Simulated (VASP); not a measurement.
**TiB: single point with PBEsol**

The system is TiB.

```
CELL_PARAMETERS angstrom
0.00000 2.24482 2.24482
2.24482 0.00000 2.24482
2.24482 2.24482 0.00000
ATOMIC_POSITIONS crystal
Ti 0.00000 0.00000 0.00000
B 0.50000 0.50000 0.50000
```

```
Program                : VASP 6.6.1
Task                   : single point
Functional             : PBEsol
Potentials or basis    : VASP PAW PBE potentials, release 64 (Ti_sv, B)
Cutoff                 : 500 eV
k mesh                 : 11 × 11 × 11
Occupations            : fermi-dirac, width 0.05 eV
Spin                   : no spin polarisation
Dipole correction      : no
Further INCAR settings : ALGO = Normal; EDIFF = 1e-06; NBANDS = 14
```

```yaml
Pressure: 0.1 GPa
Band_gap_on_the_k_mesh: zero (an odd number of electrons rules out a gap without spin polarisation)
```

Levels at points of the mesh, in eV from the Fermi level:
```csv
k point,band 4,band 5,band 6,band 7,band 8,band 9,band 10,band 11,band 12,band 13
"(0.00, 0.00, 0.00)",-31.72,-9.09,1.40,1.40,1.40,2.32,2.32,4.56,4.56,4.56
```

It took 31 s on 1 thread of Intel Xeon 8259CL (shared host), peak memory 0.15 GiB.

Caveat: the PAW data sets were made with another functional, which shifts forces and pressure a little.
